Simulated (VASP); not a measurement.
# LiF (Fm-3m) in VASP: vibrations by perturbation theory with PBE

Aim: the vibrations by perturbation theory of LiF with PBE.

Program: VASP 6.6.1. These are calculated values, not measurements. Logs are shortened: lines on timing, memory, paths and dates and some standing lists are left out, and cuts for length are marked.

## Step 1: The cell of the first run

Symmetry: Fm-3m, No. 225, cubic system. The conventional cell has a = 4.068 Å, b = 4.068 Å, c = 4.068 Å, α = 90.00°, β = 90.00°, γ = 90.00°. Within 2.7 Å of Li (site symmetry m-3m) lie 6 F at 2.03 Å. F (site symmetry m-3m) has 6 Li at 2.03 Å within 2.7 Å.

## Step 2: Vibrations by perturbation theory, PBE

INCAR reads:

```
SYSTEM = LiF
ALGO     = Normal         ! electronic algorithm
EDIFF    = 1E-8           ! SCF threshold, eV
ENCUT    = 520            ! plane-wave cutoff, eV
GGA      = PE             ! functional
IBRION   = 8              ! ionic algorithm
ISIF     = 2              ! what is computed and relaxed
ISMEAR   = 0              ! smearing method
LASPH    = .TRUE.         ! aspherical terms in the spheres
LCHARG   = .FALSE.        ! write CHGCAR
LEPSILON = .TRUE.         ! dielectric tensor by DFPT
LREAL    = .FALSE.        ! projectors in reciprocal space
LWAVE    = .FALSE.        ! write WAVECAR
NELM     = 60             ! most SCF steps
NSW      = 1              ! ionic steps
PREC     = Accurate       ! precision mode
SIGMA    = 0.01           ! smearing width, eV
```

KPOINTS reads:

```
k-points
0
G
  12 12 12
  0 0 0
```

POSCAR reads:

```
LiF
1.0
    0.0000000000      2.0339591442      2.0339591442
    2.0339591442      0.0000000000      2.0339591442
    2.0339591442      2.0339591442      0.0000000000
Li F
1 1
Direct
    0.5000000000      0.5000000000      0.5000000000
    0.0000000000      0.0000000000      0.0000000000
```

Potentials or basis: VASP PAW PBE potentials, release 64 (Li_sv, F).

On the command line:

```console
> cat potpaw_PBE.64/Li_sv/POTCAR potpaw_PBE.64/F/POTCAR > POTCAR
> mpirun -np 1 vasp_std > vasp.out
```

OUTCAR:

```text
SYSTEM = LiF
   EDIFF = 1E-8
   ENCUT = 520
   GGA = PE
   IBRION = 8
   ISIF = 2
   ISMEAR = 0
   LASPH = .TRUE.
   LEPSILON = .TRUE.
   LREAL = .FALSE.
   NELM = 60
   NSW = 1
   PREC = Accurate

 ion  position               nearest neighbor table
   1  0.500  0.500  0.500-   2 2.03   2 2.03   2 2.03   2 2.03   2 2.03   2 2.03
   2  0.000  0.000  0.000-   1 2.03   1 2.03   1 2.03   1 2.03   1 2.03   1 2.03

  LATTYP: Found a face centered cubic cell.
 ALAT       =     4.0679182884

  Lattice vectors:

 A1 = (   0.0000000000,   2.0339591442,   2.0339591442)
 A2 = (   2.0339591442,   0.0000000000,   2.0339591442)
 A3 = (   2.0339591442,   2.0339591442,   0.0000000000)

Analysis of symmetry for initial positions (statically):
=====================================================================
 Subroutine PRICEL returns:
 Original cell was already a primitive cell.

 Routine SETGRP: Setting up the symmetry group for a
 face centered cubic supercell.

 Subroutine GETGRP returns: Found 48 space group operations
 (whereof 48 operations were pure point group operations)
 out of a pool of 48 trial point group operations.

The static configuration has the point symmetry O_h .

Analysis of symmetry for dynamics (positions and initial velocities):
=====================================================================
 Subroutine PRICEL returns:
 Original cell was already a primitive cell.

 Routine SETGRP: Setting up the symmetry group for a
 face centered cubic supercell.

 Subroutine GETGRP returns: Found 48 space group operations
 (whereof 48 operations were pure point group operations)
 out of a pool of 48 trial point group operations.

The dynamic configuration has the point symmetry O_h .

 Subroutine INISYM returns: Found 48 space group operations
 (whereof 48 operations are pure point group operations),
 and found     1 'primitive' translations

----------------------------------------------------------------------------------------

                                     Primitive cell

  volume of cell :      16.8289

  direct lattice vectors                    reciprocal lattice vectors
     0.000000000  2.033959144  2.033959144    -0.245825980  0.245825980  0.245825980
     2.033959144  0.000000000  2.033959144     0.245825980 -0.245825980  0.245825980
     2.033959144  2.033959144  0.000000000     0.245825980  0.245825980 -0.245825980

  length of vectors
     2.876452607  2.876452607  2.876452607     0.425783087  0.425783087  0.425783087

  position of ions in fractional coordinates (direct lattice)
     0.500000000  0.500000000  0.500000000
     0.000000000  0.000000000  0.000000000

  ion indices of the primitive-cell ions
   primitive index   ion index
                 1           1
                 2           2

----------------------------------------------------------------------------------------

 KPOINTS: k-points

Automatic generation of k-mesh.
 Grid dimensions read from file:
 generate k-points for:   12   12   12

 Generating k-lattice:

  Cartesian coordinates                     Fractional coordinates (reciprocal lattice)
    -0.020485498  0.020485498  0.020485498     0.083333333  0.000000000  0.000000000
     0.020485498 -0.020485498  0.020485498     0.000000000  0.083333333  0.000000000
     0.020485498  0.020485498 -0.020485498     0.000000000  0.000000000  0.083333333

  Length of vectors
     0.035481924  0.035481924  0.035481924

[... 409 lines left out ...]
     2.033959144  0.000000000  2.033959144     0.245825980 -0.245825980  0.245825980
     2.033959144  2.033959144  0.000000000     0.245825980  0.245825980 -0.245825980

 POSITION                                       TOTAL-FORCE (eV/Angst)
 -----------------------------------------------------------------------------------
      2.03396      2.03396      2.03396        -0.000000      0.000000      0.000000
      0.00000      0.00000      0.00000         0.000000      0.000000     -0.000000
 -----------------------------------------------------------------------------------
    total drift:                                0.000000     -0.000000     -0.000000

  FREE ENERGIE OF THE ION-ELECTRON SYSTEM (eV)
  ---------------------------------------------------
  free  energy   TOTEN  =        -9.6409066980 eV

  energy  without entropy=       -9.6409066980  energy(sigma->0) =       -9.64090670

 HEAD OF MICROSCOPIC STATIC DIELECTRIC TENSOR (INDEPENDENT PARTICLE, excluding Hartree and local field effects)
 ------------------------------------------------------
           2.068569    -0.000000    -0.000000
           0.000000     2.068569     0.000000
          -0.000000     0.000000     2.068569
 ------------------------------------------------------

 Free energy of the ion-electron system (eV)
  ---------------------------------------------------
  ---------------------------------------------------
  free energy    TOTEN  =        -0.05383184 eV

  energy without entropy =       -0.05383184

------------------------ aborting loop because EDIFF is reached ----------------------------------------

--------------------------------------- Ionic step        2  -------------------------------------------

------------------------ aborting loop because EDIFF is reached ----------------------------------------

--------------------------------------- Ionic step        3  -------------------------------------------

------------------------ aborting loop because EDIFF is reached ----------------------------------------

 PIEZOELECTRIC TENSOR FIELD DIRECTION 3  (e Angst)
 -----------------------------------------------------------------------------
    -0.00018  0.00000  0.00000           ( -0.00001  0.00000  0.00000)
     0.00000 -0.00018  0.00000           (  0.00000 -0.00001  0.00000)
     0.00000 -0.00000 -0.00008           (  0.00000  0.00000 -0.00001)

 PIEZOELECTRIC TENSOR FIELD DIRECTION 3  (C/m^2)
 -----------------------------------------------------------------------------
    -0.00018  0.00000  0.00000
     0.00000 -0.00018  0.00000
     0.00000 -0.00000 -0.00007

--------------------------------------- Ionic step        4  -------------------------------------------

------------------------ aborting loop because EDIFF is reached ----------------------------------------

[... ionic steps 5 to 6 ...]

--------------------------------------- Ionic step        7  -------------------------------------------

 Free energy of the ion-electron system (eV)
  ---------------------------------------------------
  ---------------------------------------------------
  free energy    TOTEN  =        -0.52284076 eV

  energy without entropy =       -0.52284076

------------------------ aborting loop because EDIFF is reached ----------------------------------------

 INTERNAL STRAIN TENSOR  FOR ION    2  DIRECTION 1   (eV/Angst):
 -----------------------------------------------------------------------------
     0.00576 -0.00000  0.00000
    -0.00000  0.00492  0.00000
    -0.00000  0.00000  0.00492

 MACROSCOPIC STATIC DIELECTRIC TENSOR (including local field effects in DFT)
 ------------------------------------------------------
           2.048227    -0.000000    -0.000000
           0.000000     2.048227     0.000000
           0.000000    -0.000000     2.048227
 ------------------------------------------------------

 PIEZOELECTRIC TENSOR (including local field effects)  for field in x, y, z        (e  Angst)
          XX          YY          ZZ          XY          YZ          ZX
  --------------------------------------------------------------------------------
  x     0.00000     0.00000     0.00000     0.00000     0.00000     0.00000
  y     0.00000     0.00000     0.00000     0.00000     0.00000     0.00000
  z     0.00000     0.00000     0.00000     0.00000     0.00000     0.00000

 PIEZOELECTRIC TENSOR (including local field effects)  for field in x, y, z        (C/m^2)
          XX          YY          ZZ          XY          YZ          ZX
  --------------------------------------------------------------------------------
  x     0.00000     0.00000     0.00000     0.00000     0.00000     0.00000
  y     0.00000     0.00000     0.00000     0.00000     0.00000     0.00000
  z     0.00000     0.00000     0.00000     0.00000     0.00000     0.00000

 BORN EFFECTIVE CHARGES (including local field effects) (in |e|, cummulative output)
 ---------------------------------------------------------------------------------
 ion    1
    1     1.05359     0.00000     0.00000
    2    -0.00000     1.05359     0.00000
    3     0.00000     0.00000     1.05359
 ion    2
    1    -1.05359    -0.00000     0.00000
    2     0.00000    -1.05359     0.00000
    3     0.00000     0.00000    -1.05359

 INTERNAL STRAIN TENSOR FOR ION    2 for displacements in x,y,z  (eV/Angst):
          X           Y           Z          XY          YZ          ZX
  --------------------------------------------------------------------------------
  x     0.00000     0.00000     0.00000     0.00000     0.00000     0.00000
  y     0.00000     0.00000     0.00000     0.00000     0.00000     0.00000
  z     0.00000     0.00000     0.00000     0.00000     0.00000     0.00000

 SECOND DERIVATIVES (NOT SYMMETRIZED)
 ------------------------------------
               1X          1Y          1Z          2X          2Y          2Z
  1X    -1.401399    0.000000    0.000000    1.401399    0.000000    0.000000
  1Y     0.000000   -1.401399    0.000000    0.000000    1.401399    0.000000
  1Z     0.000000    0.000000   -1.401399    0.000000    0.000000    1.401399
  2X     1.378955    0.000000    0.000000   -1.378955    0.000000    0.000000
  2Y     0.000000    1.378955    0.000000    0.000000   -1.378955    0.000000
  2Z     0.000000    0.000000    1.378955    0.000000    0.000000   -1.378955

 Eigenvectors and eigenvalues of the dynamical matrix
 ----------------------------------------------------

   1 f  =    8.160851 THz    51.276142 2PiTHz  272.216702 cm-1    33.750554 meV
             X         Y         Z           dx          dy          dz
      2.033959  2.033959  2.033959     0.856521    0.000000    0.000000
      0.000000  0.000000  0.000000    -0.516112    0.000000    0.000000
[... 21 lines left out ...]
   6 f/i=    0.029122 THz     0.182978 2PiTHz    0.971400 cm-1     0.120438 meV
             X         Y         Z           dx          dy          dz
      2.033959  2.033959  2.033959    -0.432220   -0.097204   -0.264781
      0.000000  0.000000  0.000000    -0.717296   -0.161317   -0.439422

--------------------------------------------------------------------------------------------------------

 MACROSCOPIC STATIC DIELECTRIC TENSOR IONIC CONTRIBUTION
 ------------------------------------------------------
           8.585502    -0.000000     0.000000
          -0.000000     8.585502     0.000000
           0.000000     0.000000     8.585502
 ------------------------------------------------------

 ELASTIC MODULI CONTR FROM IONIC RELAXATION (kBar)
 Direction    XX          YY          ZZ          XY          YZ          ZX
 --------------------------------------------------------------------------------
 XX           0.0000      0.0000      0.0000      0.0000      0.0000      0.0000
 YY           0.0000      0.0000      0.0000      0.0000      0.0000      0.0000
 ZZ           0.0000      0.0000      0.0000      0.0000      0.0000      0.0000
 XY           0.0000      0.0000      0.0000      0.0000      0.0000      0.0000
 YZ           0.0000      0.0000      0.0000      0.0000      0.0000      0.0000
 ZX           0.0000      0.0000      0.0000      0.0000      0.0000      0.0000
 --------------------------------------------------------------------------------

 PIEZOELECTRIC TENSOR IONIC CONTR  for field in x, y, z        (C/m^2)
          XX          YY          ZZ          XY          YZ          ZX
  --------------------------------------------------------------------------------
  x     0.00000     0.00000     0.00000     0.00000     0.00000     0.00000
  y     0.00000     0.00000     0.00000     0.00000     0.00000     0.00000
  z     0.00000     0.00000     0.00000     0.00000     0.00000     0.00000
```

Wall time 1.7 min (1 thread of Intel Xeon 6975P-C (Granite Rapids), shared host); peak memory 0.19 GiB.

Results:

```
Electronic dielectric tensor (diagonal)                 : 2.05
Born charges (mean of the diagonal)                     : Li +1.05; F -1.05 e
Highest phonon frequency at Γ, LO-TO splitting left out : 272 cm⁻¹
```

Phonon frequencies in cm⁻¹ (negative: imaginary):
| q point | frequencies |
| --- | --- |
| (0.000, 0.000, 0.000) | -1 -1 -1 272 272 272 |

Electronic dielectric tensor:
```
2.05 0.00 0.00
0.00 2.05 0.00
0.00 0.00 2.05
```

Born effective charge tensors (e):
atom 1, Li
```
1.05 0.00 0.00
0.00 1.05 0.00
0.00 0.00 1.05
```
atom 2, F
```
-1.05  0.00  0.00
 0.00 -1.05  0.00
 0.00  0.00 -1.05
```
